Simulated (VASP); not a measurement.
# SiC (R3m) in VASP: a series of runs

Runs on SiC. Level: PBE. Tasks: G0W0 quasiparticle levels.

Everything below comes from runs of VASP 6.6.1. Logs are shortened: lines on timing, memory, paths and dates and some standing lists are left out, and cuts for length are marked.

### 1 The cell of the first run

It takes space group R3m (No. 160, trigonal). Conventional cell: a = 3.203 Å, b = 3.203 Å, c = 7.494 Å, α = 90.00°, β = 90.00°, γ = 120.00°. Si (site symmetry 3m) has 4 C at 1.89 to 1.95 Å within 2.5 Å. C (site symmetry 3m) has 4 Si at 1.89 to 1.95 Å within 2.5 Å.

### 2 G0W0 quasiparticle levels, PBE

POSCAR

```
SiC
1.0
   -0.0678959875      2.1972784576      2.1972784576
    2.1972784576     -0.0678959875      2.1972784576
    2.1972784576      2.1972784576     -0.0678959875
Si C
1 1
Direct
   -0.0010698463     -0.0010698463     -0.0010698463
    0.2510698463      0.2510698463      0.2510698463
```

INCAR.step1

```
SYSTEM = SiC
PREC = Accurate ; ENCUT = 500
EDIFF = 1E-8 ; ISMEAR = 0
SIGMA = 0.01 ; LREAL = .False.
LASPH = .True. ; NELM = 100
ALGO = Normal ; LWAVE = .True.
LCHARG = .False. ; GGA = PE
```

INCAR.step2

```
SYSTEM = SiC
PREC = Accurate ; ENCUT = 500
EDIFF = 1E-8 ; ISMEAR = 0
SIGMA = 0.01 ; LREAL = .False.
LASPH = .True. ; NELM = 1
ALGO = Exact ; LWAVE = .True.
LCHARG = .False. ; GGA = PE
NBANDS = 96 ; LOPTICS = .True.
ISTART = 1
```

INCAR.step3

```
SYSTEM = SiC
PREC = Accurate ; ENCUT = 500
EDIFF = 1E-8 ; ISMEAR = 0
SIGMA = 0.01 ; LREAL = .False.
LASPH = .True. ; ALGO = EVGW0
LWAVE = .False. ; LCHARG = .False.
GGA = PE ; NELMGW = 1
NBANDS = 96 ; ENCUTGW = 150.0
NOMEGA = 96 ; PRECFOCK = Fast
ISTART = 1 ; NBANDSGW = 12
OMEGAMAX = 20
```

KPOINTS

```
regular mesh
0
Gamma
  6 6 6
  0 0 0
```

Potentials or basis: VASP PAW PBE potentials, release 64 (Si_GW, C_GW).

Command:

```sh
> cat potpaw_PBE.64/Si_GW/POTCAR potpaw_PBE.64/C_GW/POTCAR > POTCAR
> cp INCAR.step1 INCAR
> mpirun -np 1 vasp_std > vasp.out
> cp INCAR.step2 INCAR
> mpirun -np 1 vasp_std > vasp.out
> cp INCAR.step3 INCAR
> mpirun -np 1 vasp_std > vasp.out
```

OUTCAR:

```text
SYSTEM = SiC
   PREC = Accurate
   ENCUT = 500
   EDIFF = 1E-8
   ISMEAR = 0
   LREAL = .False.
   LASPH = .True.
   GGA = PE
   NELMGW = 1
   ENCUTGW = 150.0
   PRECFOCK = Fast
   ISTART = 1

 ion  position               nearest neighbor table
   1  0.999  0.999  0.999-   2 1.89   2 1.95   2 1.95   2 1.95
   2  0.251  0.251  0.251-   1 1.89   1 1.95   1 1.95   1 1.95

  LATTYP: Found a trigonal (rhomboedric) cell.
 ALAT       =     3.1081626575
 COS(alpha) =     0.4688761178

  Lattice vectors:

 A1 = (  -0.0678959875,   2.1972784576,   2.1972784576)
 A2 = (   2.1972784576,  -0.0678959875,   2.1972784576)
 A3 = (   2.1972784576,   2.1972784576,  -0.0678959875)

Analysis of symmetry for initial positions (statically):
=====================================================================
 Subroutine PRICEL returns:
 Original cell was already a primitive cell.

 Routine SETGRP: Setting up the symmetry group for a
 trigonal (rhombohedral) supercell.

 Subroutine GETGRP returns: Found  6 space group operations
 (whereof  6 operations were pure point group operations)
 out of a pool of 12 trial point group operations.

The static configuration has the point symmetry C_3v.

Analysis of symmetry for dynamics (positions and initial velocities):
=====================================================================
 Subroutine PRICEL returns:
 Original cell was already a primitive cell.

 Routine SETGRP: Setting up the symmetry group for a
 trigonal (rhombohedral) supercell.

 Subroutine GETGRP returns: Found  6 space group operations
 (whereof  6 operations were pure point group operations)
 out of a pool of 12 trial point group operations.

The dynamic configuration has the point symmetry C_3v.

 Subroutine INISYM returns: Found  6 space group operations
 (whereof  6 operations are pure point group operations),
 and found     1 'primitive' translations

----------------------------------------------------------------------------------------

                                     Primitive cell

  volume of cell :      22.2002

  direct lattice vectors                    reciprocal lattice vectors
    -0.067895988  2.197278458  2.197278458    -0.217269697  0.224197406  0.224197406
     2.197278458 -0.067895988  2.197278458     0.224197406 -0.217269697  0.224197406
     2.197278458  2.197278458 -0.067895988     0.224197406  0.224197406 -0.217269697

  length of vectors
     3.108162658  3.108162658  3.108162658     0.384363207  0.384363207  0.384363207

  position of ions in fractional coordinates (direct lattice)
     0.998930154  0.998930154  0.998930154
     0.251069846  0.251069846  0.251069846

  ion indices of the primitive-cell ions
   primitive index   ion index
                 1           1
                 2           2

----------------------------------------------------------------------------------------

 KPOINTS: regular mesh

Automatic generation of k-mesh.
 Grid dimensions read from file:
 generate k-points for:    6    6    6

 Generating k-lattice:

  Cartesian coordinates                     Fractional coordinates (reciprocal lattice)
    -0.036211616  0.037366234  0.037366234     0.166666667  0.000000000  0.000000000
     0.037366234 -0.036211616  0.037366234     0.000000000  0.166666667  0.000000000
     0.037366234  0.037366234 -0.036211616     0.000000000  0.000000000  0.166666667

  Length of vectors
     0.064060534  0.064060534  0.064060534

  Shift w.r.t. Gamma in fractional coordinates (k-lattice)
     0.000000000  0.000000000  0.000000000

 Subroutine IBZKPT returns following result:
 ===========================================

 Found     32 irreducible k-points:

 Following reciprocal coordinates:
            Coordinates               Weight
  0.000000  0.000000  0.000000      1.000000
  0.166667  0.000000  0.000000      6.000000
  0.333333  0.000000  0.000000      6.000000
  0.500000 -0.000000  0.000000      3.000000
  0.166667  0.166667 -0.000000      6.000000
  0.333333  0.166667  0.000000     12.000000
[... 16 lines left out ...]
  0.500000  0.500000  0.166667      6.000000
 -0.333333  0.500000  0.166667     12.000000
 [... further k-points ...]
   k-points           NKPTS =     32   k-points in BZ     NKDIM =    216   number of bands    NBANDS=     96
   number of dos      NEDOS =    301   number of ions     NIONS =      2
   total plane-waves  NPLWV =  13824
   dimension x,y,z NGX =    24 NGY =   24 NGZ =   24
   dimension x,y,z NGXF=    48 NGYF=   48 NGZF=   48
   ions per type =               1   1
   NGX,Y,Z   is equivalent  to a cutoff of  12.84, 12.84, 12.84 a.u.
   NGXF,Y,Z  is equivalent  to a cutoff of  25.67, 25.67, 25.67 a.u.
 SYSTEM =  SiC
   PREC   = accura    normal or accurate (medium, high low for compatibility)
   ISTART =      1    job   : 0-new  1-cont  2-samecut
   ICHARG =      0    charge: 1-file 2-atom 10-const
   ISPIN  =      1    spin polarized calculation?
   LNONCOLLINEAR =      F non collinear calculations
   LSORBIT =      F    spin-orbit coupling
   LASPH  =      T    aspherical Exc in radial PAW
   ENCUT  =  500.0 eV  36.75 Ry    6.06 a.u.   5.67  5.67  5.67*2*pi/ulx,y,z
   NELM   =     60;   NELMIN=  2; NELMDL=  0     # of ELM steps
   EDIFF  = 0.1E-07   stopping-criterion for ELM
   LREAL  =      F    real-space projection
   EDIFFG = 0.1E-06   stopping-criterion for IOM
   NSW    =      0    number of steps for IOM
   IBRION =     -1    ionic relax: 0-MD 1-quasi-New 2-CG
   NFREE  =      0    steps in history (QN), initial steepest desc. (CG)
   ISIF   =      0    stress and relaxation
   ISYM   =      3    0-nonsym 1-usesym 2-fastsym
   POTIM  = 0.5000    time-step for ionic-motion
   TEBEG  =    0.0;   TEEND  =   0.0 temperature during run
   PSTRESS=    0.0 pullay stress
   NELECT =       8.0000    total number of electrons
   NUPDOWN=      -1.0000    fix difference up-down
   EMIN   =  10.00;   EMAX   =-10.00  energy-range for DOS
   EFERMI =   0.00;   METHOD = LEGACY
   ISMEAR =     0;   SIGMA  =   0.01  broadening in eV -4-tet -1-fermi 0-gaus
   EFERMI_NEDOS =   21; number of points for ismear=-14 and -15
   IALGO  =     38    algorithm
   IMIX   =      4    mixing-type and parameters
     AMIX     =   0.40;   BMIX     =  1.00
     AMIX_MAG =   1.60;   BMIX_MAG =  1.00
  volume/ion in A,a.u.               =      11.10        74.91
  Fermi-wavevector in a.u.,A,eV,Ry     =   1.164983  2.201498 18.465615  1.357184
  Thomas-Fermi vector in A             =   2.301514
   LORBIT       =      0    0 simple, 1 ext, 2 COOP (PROOUT), +10 PAW based schemes
   GGA     = PE    functional components
   LHFCALC =     T    Hartree Fock is set to
   PRECFOCK=fast      Normal, Fast or Accurate (Low or Medium for compatibility)
   ENCUT4O =  -1.0   cutoff for four orbital integrals eV
   NKREDX  =     1    reduce k-point grid by
   NKREDY  =     1    reduce k-point grid by
   NKREDZ  =     1    reduce k-point grid by
   AEXX    =    1.0000 exact exchange contribution
   HFSCREEN=    0.0000 screening length (either q_TF or 0.3 A-1)
   HFSCREENC=   0.0000 screening length for correlation (either q_TF or 0.3 A-1)
   ENCUTFOCK=  -1.0 apply spherical cutoff to Coloumb kernel
   IVDW    =     0    specifies the selected vdW correction
   LEPSILON=     F    determine dielectric tensor
   LRPA    =     F    only Hartree local field effects (RPA)
   LRPAFORCE           =     F    calculate RPA forces
   ENCUTGW             = 150.0    cutoff for response function in eV
   ENCUTGWSOFT         = 120.0    soft cutoff for Coulomb kernel in GW response function in eV
   ENCUTLF             =  -1.0    cutoff for local field effects
   NELMGW              =     1    number of iterations in solving QP/BSE equation
   NELMHF              =     1    number of iterations in the inner HF iteration
   NKREDLFX            =     1    NKREDLFY  =   1   NKREDLFZ  =   1
 non-spin polarized calculation
 Gauss-broadening in eV      SIGMA  =   0.01
  energy-cutoff  :      500.00
  volume of cell :       22.20
 maximum number of plane-waves:       574
 NGX is ok and might be reduce to    24
  NGX = 14; NGY = 14; NGZ = 14
   NGX = 11   NGY = 11   NGZ = 11
 maximum number of plane-waves:        98
 NGX is ok and might be reduce to    14

 QP shifts <psi_nk| G(iteration)W_0 |psi_nk>: iteration 1
 for sc-GW calculations column KS-energies equals QP-energies in previous step
 and V_xc(KS)=  KS-energies - (<T + V_ion + V_H > + <T+V_H+V_ion>^1  + <V_x>^1)

 k-point   1 :       0.0000    0.0000    0.0000
  band No.  KS-energies  QP-energies   sigma(KS)   V_xc(KS)     V^pw_x(r,r')   Z            occupation Imag(sigma)

      1      -7.8428      -8.7967     -13.9372     -12.5703     -21.3462       0.6979       2.0000       1.2322
      2       6.9233       6.3561     -15.2308     -14.5061     -16.9684       0.7827       2.0000       0.0269
      3       6.9233       6.3561     -15.2308     -14.5061     -16.9684       0.7827       2.0000       0.0269
      4       7.2411       6.6859     -15.4513     -14.7410     -17.3087       0.7816       2.0000       0.0278
      5      12.1663      12.6487     -12.2612     -12.8812      -7.3989       0.7781       0.0000      -0.0648
      6      13.5566      14.0581     -10.6802     -11.3150      -5.7235       0.7902       0.0000      -0.0670
      7      13.5566      14.0581     -10.6802     -11.3150      -5.7235       0.7902       0.0000      -0.0670
      8      14.7705      15.2950     -10.9422     -11.6143      -5.6613       0.7805       0.0000      -0.0828
      9      21.1252      21.6778     -10.4632     -11.1730      -4.3517       0.7784       0.0000      -0.2572
     10      21.1252      21.6778     -10.4632     -11.1730      -4.3517       0.7784       0.0000      -0.2572
     11      22.4332      22.6071      -9.3499      -9.5756      -2.8852       0.7708       0.0000      -0.3784
     12      23.6557      23.8359      -9.8324     -10.0677      -2.8814       0.7660       0.0000      -0.5904

 k-point   2 :       0.1667    0.0000    0.0000
  band No.  KS-energies  QP-energies   sigma(KS)   V_xc(KS)     V^pw_x(r,r')   Z            occupation Imag(sigma)

      1      -7.3457      -8.3106     -14.0023     -12.6494     -21.2552       0.7133       2.0000       1.1684
      2       4.5797       3.8526     -14.5104     -13.5627     -16.9003       0.7672       2.0000       0.0426
      3       6.6417       6.0494     -15.1024     -14.3456     -16.9023       0.7826       2.0000       0.0276
      4       6.8807       6.2958     -15.2846     -14.5355     -17.1998       0.7808       2.0000       0.0286
      5      12.7140      13.2012     -11.6449     -12.2665      -6.7388       0.7837       0.0000      -0.0665
      6      14.0849      14.6107     -10.8127     -11.4828      -5.6925       0.7846       0.0000      -0.0740
      7      14.3561      14.9150     -11.5379     -12.2600      -6.2895       0.7742       0.0000      -0.0848
      8      15.1868      15.7454     -11.3343     -12.0569      -5.8836       0.7731       0.0000      -0.0943
      9      19.5307      19.9641     -10.0441     -10.5983      -4.1393       0.7820       0.0000      -0.2240
     10      19.9869      20.4348     -10.1177     -10.6910      -4.1733       0.7812       0.0000      -0.2368
     11      22.2378      22.3363      -9.3267      -9.4530      -2.7666       0.7794       0.0000      -0.4627
     12      24.6658      24.9482      -9.9034     -10.2708      -2.9920       0.7687       0.0000      -0.5868
[... 324 lines left out ...]
      1      -3.6664      -4.5223     -14.8824     -13.6993     -21.1547       0.7234       2.0000       0.6835
      2       0.2741      -0.5598     -14.0209     -12.8759     -18.1613       0.7284       2.0000       0.2031
      3       3.0888       2.2740     -13.6523     -12.5772     -16.4173       0.7579       2.0000       0.0618
      4       4.1210       3.3464     -14.3305     -13.3176     -16.8444       0.7647       2.0000       0.0452
      5       9.4635       9.7179     -10.2285     -10.5441      -6.0886       0.8062       0.0000      -0.0508
      6      13.1118      13.5800     -10.9210     -11.5093      -6.1609       0.7959       0.0000      -0.0631
      7      17.8044      18.3907     -11.8159     -12.6011      -5.3984       0.7467       0.0000      -0.2062
      8      18.3290      18.9082     -11.4296     -12.2044      -4.9031       0.7476       0.0000      -0.2276
      9      20.8005      21.4203     -12.2237     -13.0659      -5.0332       0.7360       0.0000      -0.3673
     10      24.6821      25.1326     -10.7791     -11.3779      -3.4729       0.7524       0.0000      -0.5953
     11      27.4731      28.0197     -11.5659     -12.3029      -3.7880       0.7416       0.0000      -0.8603
     12      28.7780      29.3991     -11.5079     -12.3321      -3.9956       0.7536       0.0000      -0.9173

 k-point  24 :      -0.3333    0.5000    0.1667
  band No.  KS-energies  QP-energies   sigma(KS)   V_xc(KS)     V^pw_x(r,r')   Z            occupation Imag(sigma)

      1      -3.0096      -3.8452     -15.4327     -14.2721     -21.6229       0.7199       2.0000       0.6089
      2      -0.1033      -0.9439     -13.5882     -12.4324     -17.7228       0.7273       2.0000       0.2213
      3       2.6922       1.8650     -13.5855     -12.4881     -16.4499       0.7537       2.0000       0.0694
      4       2.9755       2.1603     -13.5367     -12.4603     -16.3131       0.7574       2.0000       0.0638
      5      10.8864      11.2253     -11.0061     -11.4320      -6.6470       0.7956       0.0000      -0.0557
      6      13.7668      14.2806     -11.0318     -11.6813      -6.1054       0.7912       0.0000      -0.0681
      7      17.0977      17.6059     -11.1781     -11.8512      -4.9281       0.7550       0.0000      -0.1827
      8      18.6913      19.3161     -11.8282     -12.6543      -5.5252       0.7564       0.0000      -0.2015
      9      20.3340      20.9235     -11.9636     -12.7722      -4.6183       0.7289       0.0000      -0.3764
     10      24.0830      24.5317     -10.9503     -11.5438      -3.6767       0.7561       0.0000      -0.5760
     11      26.7612      27.4668     -11.9277     -12.8716      -4.3629       0.7475       0.0000      -0.7627
     12      29.8727      30.3544     -11.6427     -12.2837      -3.8568       0.7516       0.0000      -1.1032

 [... further k-points ...]
```

It took 9.4 min on 1 thread of Intel Xeon 6975P-C (Granite Rapids), shared host; peak memory 0.49 GiB.

What came out:

- Quasiparticle gap: 1.90 eV
- Least direct quasiparticle gap: 5.13 eV
- Band gap of the starting levels on the mesh: 1.15 eV
- Least direct gap of the starting levels on the mesh: 4.16 eV

Caveat: the k points lie up to 0.40 Å⁻¹ apart; bands, screening cutoff and mesh are small and nothing is extrapolated, so the quasiparticle values aren't converged.

(Continued in part 2 of 2.)
